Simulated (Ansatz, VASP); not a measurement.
One calculation of TaWC2, two programs

```
W Ta C
1.0
     1.57186    0.90751    5.10162
    -1.57186    0.90751    5.10162
     0.00000   -1.81502    5.10162
W Ta C
1 1 2
Direct
  0.00000 0.00000 0.00000
  0.50000 0.50000 0.50000
  0.25093 0.25093 0.25093
  0.74907 0.74907 0.74907
```

Alike in both runs: functional LDA; k mesh 10 × 10 × 10; occupations fermi-dirac, width 0.05 eV; no spin polarisation.

|  | VASP | Ansatz |
| --- | --- | --- |
| version | VASP 6.6.1 | Ansatz 0.2.0 |
| potentials or method | VASP PAW LDA potentials, release 64 (W_sv, Ta_pv, C) | Ansatz PAW |
| plane-wave cutoff (eV) | 520 | 420 |
| valence electrons in the cell | 33 | 35 |
| task | single point | band structure |

```csv
,VASP,Ansatz,Ansatz less VASP
gap on the k mesh at the Fermi level (eV),none,none,-
pressure (GPa),-14.9,-16.6,-1.77
"traceless stress, the component that is largest in VASP (GPa)",0.05,0.04,-0.013
rms of the force components (eV/Å),0.034,0.033,-0.0007
```

LDA's correlation is that of Perdew and Zunger in VASP and of Perdew and Wang (1992) in Ansatz. Atom by atom the forces differ by 0.001 eV/Å (rms over components). A gap of «none» marks a metal or a gap that the smearing closes. VASP's potentials hold 33 valence electrons a cell and Ansatz's 35, so a difference there can come from the potentials and not from the codes.

Neither program's run includes spin-orbit coupling.
